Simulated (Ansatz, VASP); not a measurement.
# CsSc: VASP beside Ansatz

```
Cs Sc
1.0
     1.78562    1.03093    5.68753
    -1.78562    1.03093    5.68753
     0.00000   -2.06186    5.68753
Cs Sc
1 1
Direct
  0.00000 0.00000 0.00000
  0.50000 0.50000 0.50000
```

Alike in both runs: task single point; functional PBE; k mesh 6 × 6 × 6; occupations gaussian, width 0.1 eV; no spin polarisation.

```csv
,VASP,Ansatz
version,VASP 6.6.1,Ansatz 0.2.0
potentials or method,"VASP PAW PBE potentials, release 64 (Cs_sv, Sc_sv), cutoff 520 eV","scalar-relativistic, plane waves, PAW"
valence electrons in the cell,20,20
```

|  | VASP | Ansatz | Ansatz less VASP |
| --- | --- | --- | --- |
| gap on the k mesh at the Fermi level (eV) | none | none | - |
| pressure (GPa) | 3.8 | 3.6 | -0.24 |
| traceless stress, the component that is largest in VASP (GPa) | 4.18 | 4.13 | -0.050 |

A gap of «none» marks a metal or a gap that the smearing closes.

Neither program's run includes spin-orbit coupling.
